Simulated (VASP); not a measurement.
# FeSi (P2_13) in VASP: relaxation of the atoms with PBE

Aim: the relaxation of the atoms of FeSi with PBE.

All numbers are computed with VASP 6.6.1; they aren't measurements. Logs are shortened: lines on timing, memory, paths and dates and some standing lists are left out, and cuts for length are marked.

## Step 1: The cell of the first run

It takes space group P2_13 (No. 198, cubic). The conventional cell has a = 4.403 Å, b = 4.403 Å, c = 4.403 Å, α = 90.00°, β = 90.00°, γ = 90.00°. Fe (site symmetry 3) has 7 Si at 2.25 to 2.48 Å and 6 Fe at 2.70 Å within 3.0 Å. Within 3.0 Å of Si (site symmetry 3) lie 7 Fe at 2.25 to 2.48 Å and 6 Si at 2.73 Å.

## Step 2: Relaxation of the atoms, PBE (10.67 Å³/atom)

Input file INCAR:

```
SYSTEM = FeSi
PREC = Accurate
ENCUT = 520
EDIFF = 1E-6
ISMEAR = 0
SIGMA = 0.01
LREAL = .False.
LASPH = .True.
NELM = 100
ALGO = Normal
ISIF = 2
LWAVE = .False.
LCHARG = .False.
GGA = PE
IBRION = 2
NSW = 50
EDIFFG = -0.01
```

Input file KPOINTS:

```
regular mesh
0
Gamma
  8 8 8
  0 0 0
```

Input file POSCAR:

```
FeSi
1.0
    4.4030327332      0.0000000000      0.0000000000
    0.0000000000      4.4030327332      0.0000000000
    0.0000000000      0.0000000000      4.4030327332
Fe Si
4 4
Direct
    0.1359926172      0.1359926172      0.1359926172
    0.3640073828      0.8640073828      0.6359926172
    0.6359926172      0.3640073828      0.8640073828
    0.8640073828      0.6359926172      0.3640073828
    0.8407116672      0.8407116672      0.8407116672
    0.6592883328      0.1592883328      0.3407116672
    0.3407116672      0.6592883328      0.1592883328
    0.1592883328      0.3407116672      0.6592883328
```

Potentials or basis: VASP PAW PBE potentials, release 64 (Fe, Si).

Started as:

```bash
$ cat potpaw_PBE.64/Fe/POTCAR potpaw_PBE.64/Si/POTCAR > POTCAR
$ mpirun -np 1 vasp_std > vasp.out
```

OUTCAR:

```text
SYSTEM = FeSi
   PREC = Accurate
   ENCUT = 520
   EDIFF = 1E-6
   ISMEAR = 0
   LREAL = .False.
   LASPH = .True.
   NELM = 100
   ISIF = 2
   GGA = PE
   IBRION = 2
   NSW = 50
   EDIFFG = -0.01

 ion  position               nearest neighbor table
   1  0.136  0.136  0.136-   5 2.25   6 2.29   7 2.29   8 2.29   7 2.48   8 2.48   6 2.48   4 2.70
                             4 2.70   2 2.70   2 2.70   3 2.70   3 2.70
   2  0.364  0.864  0.636-   6 2.25   5 2.29   7 2.29   8 2.29   7 2.48   8 2.48   5 2.48   3 2.70
                             3 2.70   1 2.70   4 2.70   4 2.70   1 2.70
   3  0.636  0.364  0.864-   7 2.25   6 2.29   5 2.29   8 2.29   8 2.48   6 2.48   5 2.48   2 2.70
                             2 2.70   1 2.70   4 2.70   4 2.70   1 2.70
   4  0.864  0.636  0.364-   8 2.25   6 2.29   7 2.29   5 2.29   6 2.48   5 2.48   7 2.48   1 2.70
                             1 2.70   2 2.70   3 2.70   2 2.70   3 2.70
   5  0.841  0.841  0.841-   1 2.25   2 2.29   3 2.29   4 2.29   3 2.48   4 2.48   2 2.48   6 2.73
                             7 2.73   8 2.73   6 2.73   8 2.73   7 2.73
   6  0.659  0.159  0.341-   2 2.25   1 2.29   3 2.29   4 2.29   3 2.48   4 2.48   1 2.48   8 2.73
                             5 2.73   5 2.73   7 2.73   7 2.73   8 2.73
   7  0.341  0.659  0.159-   3 2.25   2 2.29   1 2.29   4 2.29   4 2.48   2 2.48   1 2.48   8 2.73
                             5 2.73   8 2.73   6 2.73   6 2.73   5 2.73
   8  0.159  0.341  0.659-   4 2.25   2 2.29   3 2.29   1 2.29   2 2.48   1 2.48   3 2.48   7 2.73
                             5 2.73   7 2.73   5 2.73   6 2.73   6 2.73

  LATTYP: Found a simple cubic cell.
 ALAT       =     4.4030327332

  Lattice vectors:

 A1 = (   4.4030327332,   0.0000000000,   0.0000000000)
 A2 = (   0.0000000000,   4.4030327332,   0.0000000000)
 A3 = (   0.0000000000,   0.0000000000,   4.4030327332)

Analysis of symmetry for initial positions (statically):
=====================================================================
 Subroutine PRICEL returns:
 Original cell was already a primitive cell.

 Routine SETGRP: Setting up the symmetry group for a
 simple cubic supercell.

 Subroutine GETGRP returns: Found 12 space group operations
 (whereof  3 operations were pure point group operations)
 out of a pool of 48 trial point group operations.

The static configuration has the point symmetry C_3 .
 The point group associated with its full space group is T   .

Analysis of symmetry for dynamics (positions and initial velocities):
=====================================================================
 Subroutine PRICEL returns:
 Original cell was already a primitive cell.

 Routine SETGRP: Setting up the symmetry group for a
 simple cubic supercell.

 Subroutine GETGRP returns: Found 12 space group operations
 (whereof  3 operations were pure point group operations)
 out of a pool of 48 trial point group operations.

The dynamic configuration has the point symmetry C_3 .
 The point group associated with its full space group is T   .

 Subroutine INISYM returns: Found 12 space group operations
 (whereof  3 operations are pure point group operations),
 and found     1 'primitive' translations

----------------------------------------------------------------------------------------

                                     Primitive cell

  volume of cell :      85.3603

  direct lattice vectors                    reciprocal lattice vectors
     4.403032733  0.000000000  0.000000000     0.227116186  0.000000000  0.000000000
     0.000000000  4.403032733  0.000000000     0.000000000  0.227116186  0.000000000
     0.000000000  0.000000000  4.403032733     0.000000000  0.000000000  0.227116186

  length of vectors
     4.403032733  4.403032733  4.403032733     0.227116186  0.227116186  0.227116186

  position of ions in fractional coordinates (direct lattice)
     0.135992617  0.135992617  0.135992617
     0.364007383  0.864007383  0.635992617
     0.635992617  0.364007383  0.864007383
     0.864007383  0.635992617  0.364007383
     0.840711667  0.840711667  0.840711667
     0.659288333  0.159288333  0.340711667
     0.340711667  0.659288333  0.159288333
     0.159288333  0.340711667  0.659288333

  ion indices of the primitive-cell ions
   primitive index   ion index
                 1           1
                 2           2
                 3           3
                 4           4
                 5           5
                 6           6
                 7           7
                 8           8

----------------------------------------------------------------------------------------

 KPOINTS: regular mesh

Automatic generation of k-mesh.
 Grid dimensions read from file:
 generate k-points for:    8    8    8

 Generating k-lattice:

  Cartesian coordinates                     Fractional coordinates (reciprocal lattice)
     0.028389523  0.000000000  0.000000000     0.125000000  0.000000000  0.000000000
     0.000000000  0.028389523  0.000000000     0.000000000  0.125000000  0.000000000
     0.000000000  0.000000000  0.028389523     0.000000000  0.000000000  0.125000000

  Length of vectors
     0.028389523  0.028389523  0.028389523

  Shift w.r.t. Gamma in fractional coordinates (k-lattice)
     0.000000000  0.000000000  0.000000000

 Subroutine IBZKPT returns following result:
 ===========================================

 Found     45 irreducible k-points:

 Following reciprocal coordinates:
            Coordinates               Weight
  0.000000  0.000000  0.000000      1.000000
  0.125000  0.000000  0.000000      6.000000
  0.250000  0.000000  0.000000      6.000000
  0.375000  0.000000  0.000000      6.000000
  0.500000  0.000000  0.000000      3.000000
  0.125000  0.125000  0.000000     12.000000
[... 16 lines left out ...]
  0.250000  0.125000  0.125000     24.000000
  0.375000  0.125000  0.125000     24.000000
 [... further k-points ...]
   k-points           NKPTS =     45   k-points in BZ     NKDIM =     45   number of bands    NBANDS=     29
   number of dos      NEDOS =    301   number of ions     NIONS =      8
   total plane-waves  NPLWV =  46656
   dimension x,y,z NGX =    36 NGY =   36 NGZ =   36
   dimension x,y,z NGXF=    72 NGYF=   72 NGZF=   72
   ions per type =               4   4
   NGX,Y,Z   is equivalent  to a cutoff of  13.59, 13.59, 13.59 a.u.
   NGXF,Y,Z  is equivalent  to a cutoff of  27.19, 27.19, 27.19 a.u.
 SYSTEM =  FeSi
   PREC   = accura    normal or accurate (medium, high low for compatibility)
   ISTART =      0    job   : 0-new  1-cont  2-samecut
   ICHARG =      2    charge: 1-file 2-atom 10-const
   ISPIN  =      1    spin polarized calculation?
   LNONCOLLINEAR =      F non collinear calculations
   LSORBIT =      F    spin-orbit coupling
   LASPH  =      T    aspherical Exc in radial PAW
   ENCUT  =  520.0 eV  38.22 Ry    6.18 a.u.   8.19  8.19  8.19*2*pi/ulx,y,z
   NELM   =    100;   NELMIN=  2; NELMDL= -5     # of ELM steps
   EDIFF  = 0.1E-05   stopping-criterion for ELM
   LREAL  =      F    real-space projection
   EDIFFG = -.1E-01   stopping-criterion for IOM
   NSW    =     50    number of steps for IOM
   IBRION =      2    ionic relax: 0-MD 1-quasi-New 2-CG
   NFREE  =      1    steps in history (QN), initial steepest desc. (CG)
   ISIF   =      2    stress and relaxation
   ISYM   =      2    0-nonsym 1-usesym 2-fastsym
   POTIM  = 0.5000    time-step for ionic-motion
   TEBEG  =    0.0;   TEEND  =   0.0 temperature during run
   PSTRESS=    0.0 pullay stress
   NELECT =      48.0000    total number of electrons
   NUPDOWN=      -1.0000    fix difference up-down
   EMIN   =  10.00;   EMAX   =-10.00  energy-range for DOS
   EFERMI =   0.00;   METHOD = LEGACY
   ISMEAR =     0;   SIGMA  =   0.01  broadening in eV -4-tet -1-fermi 0-gaus
   EFERMI_NEDOS =   21; number of points for ismear=-14 and -15
   IALGO  =     38    algorithm
   IMIX   =      4    mixing-type and parameters
     AMIX     =   0.40;   BMIX     =  1.00
     AMIX_MAG =   1.60;   BMIX_MAG =  1.00
  volume/ion in A,a.u.               =      10.67        72.00
  Fermi-wavevector in a.u.,A,eV,Ry     =   1.351253  2.553498 24.842668  1.825885
  Thomas-Fermi vector in A             =   2.478690
   LORBIT       =      0    0 simple, 1 ext, 2 COOP (PROOUT), +10 PAW based schemes
   GGA     = PE    functional components
   LHFCALC =     F    Hartree Fock is set to
   AEXX    =    0.0000 exact exchange contribution
   IVDW    =     0    specifies the selected vdW correction
   LEPSILON=     F    determine dielectric tensor
   LRPA    =     F    only Hartree local field effects (RPA)
 conjugate gradient relaxation of ions
 non-spin polarized calculation
 Gauss-broadening in eV      SIGMA  =   0.01
  energy-cutoff  :      520.00
  volume of cell :       85.36
 maximum number of plane-waves:      2325
 NGX is ok and might be reduce to    36
   NGX = 17   NGY = 17   NGZ = 17

--------------------------------------- Ionic step        1  -------------------------------------------

 number of electron      48.0000004 magnetization

 Free energy of the ion-electron system (eV)
  ---------------------------------------------------
  ext. energy  EPLUGINS =         0.00000000
  ---------------------------------------------------
  free energy    TOTEN  =       -58.71871905 eV

  energy without entropy =      -58.71871905  energy(sigma->0) =      -58.71871905

------------------------ aborting loop because EDIFF is reached ----------------------------------------

  FORCE on cell =-STRESS in cart. coord.  units (eV):
  Direction    XX          YY          ZZ          XY          YZ          ZX
  --------------------------------------------------------------------------------------
  -------------------------------------------------------------------------------------
  Total        4.1177550      4.1177550      4.1177550      0.0000000     -0.0000000      0.0000000
  in kB       77.2885831     77.2885831     77.2885831      0.0000000     -0.0000000      0.0000000
  external PRESSURE =      77.2885831 kB  Pullay stress =       0.0000000 kB
[... 69 lines left out ...]
  energy  without entropy=      -58.7229338859  energy(sigma->0) =      -58.72293389

--------------------------------------- Ionic step        3  -------------------------------------------

 number of electron      48.0000004 magnetization

 Free energy of the ion-electron system (eV)
  ---------------------------------------------------
  ext. energy  EPLUGINS =         0.00000000
  ---------------------------------------------------
  free energy    TOTEN  =       -58.72364158 eV

  energy without entropy =      -58.72364158  energy(sigma->0) =      -58.72364158

 E-fermi :  10.2217     XC(G=0): -12.9527

 val. band max:       10.1268852344   @ k =  -0.1250   0.3750   0.0000
 cond. band min:      10.2840976027   @ k =   0.3750   0.1250   0.1250
 fundamental gap:      0.1572123683
 Fermi energy:        10.2216907709

 k-point     1 :       0.0000    0.0000    0.0000
  band No.  band energies     occupation
      1      -3.3650      2.00000
      2       2.0938      2.00000
      3       2.0938      2.00000
      4       2.0938      2.00000
      5       4.9436      2.00000
      6       4.9436      2.00000
[... 757 lines left out ...]
     28      12.3748      0.00000
     29      12.6769      0.00000

 [... further k-points ...]

------------------------ aborting loop because EDIFF is reached ----------------------------------------

  FORCE on cell =-STRESS in cart. coord.  units (eV):
  Direction    XX          YY          ZZ          XY          YZ          ZX
  --------------------------------------------------------------------------------------
  -------------------------------------------------------------------------------------
  Total        3.8623515      3.8623515      3.8623515     -0.0000000     -0.0000000      0.0000000
  in kB       72.4947632     72.4947632     72.4947632     -0.0000000     -0.0000000      0.0000000
  external PRESSURE =      72.4947632 kB  Pullay stress =       0.0000000 kB
[... 23 lines left out ...]
  FREE ENERGIE OF THE ION-ELECTRON SYSTEM (eV)
  ---------------------------------------------------
  free  energy   TOTEN  =       -58.7236415803 eV

  energy  without entropy=      -58.7236415803  energy(sigma->0) =      -58.72364158

 reached required accuracy - stopping structural energy minimisation
```

Run time: 2.2 min. Hardware: 1 thread of Intel Xeon Platinum 8488C (Sapphire Rapids), shared host; peak memory 0.26 GiB.

What came out:

```yaml
Free_energy: -58.7236 eV
Energy_gained_by_relaxing: 0.6 meV/atom
Ionic_steps: 3
Pressure_after_relaxing: 7.2 GPa
Band_gap_on_the_k_mesh: 0.16 eV (least direct gap 0.17 eV)
```

The path:
| step | energy change (eV) | largest force (eV/Å) | pressure (GPa) |
| --- | --- | --- | --- |
| 1 | 0.0000 | 0.1663 | 7.73 |
| 2 | -0.0042 | 0.0628 | 7.38 |
| 3 | -0.0049 | 0.0009 | 7.25 |

Final structure:
```
Fe Si
1.0
     4.40303    0.00000    0.00000
     0.00000    4.40303    0.00000
     0.00000    0.00000    4.40303
Fe Si
4 4
Direct
  0.13768 0.13768 0.13768
  0.36232 0.86232 0.63768
  0.63768 0.36232 0.86232
  0.86232 0.63768 0.36232
  0.84136 0.84136 0.84136
  0.65864 0.15864 0.34136
  0.34136 0.65864 0.15864
  0.15864 0.34136 0.65864
```

A k mesh can miss the band edges. Spin polarisation is off, so any magnetic state and its effect on volume and gap are missing.
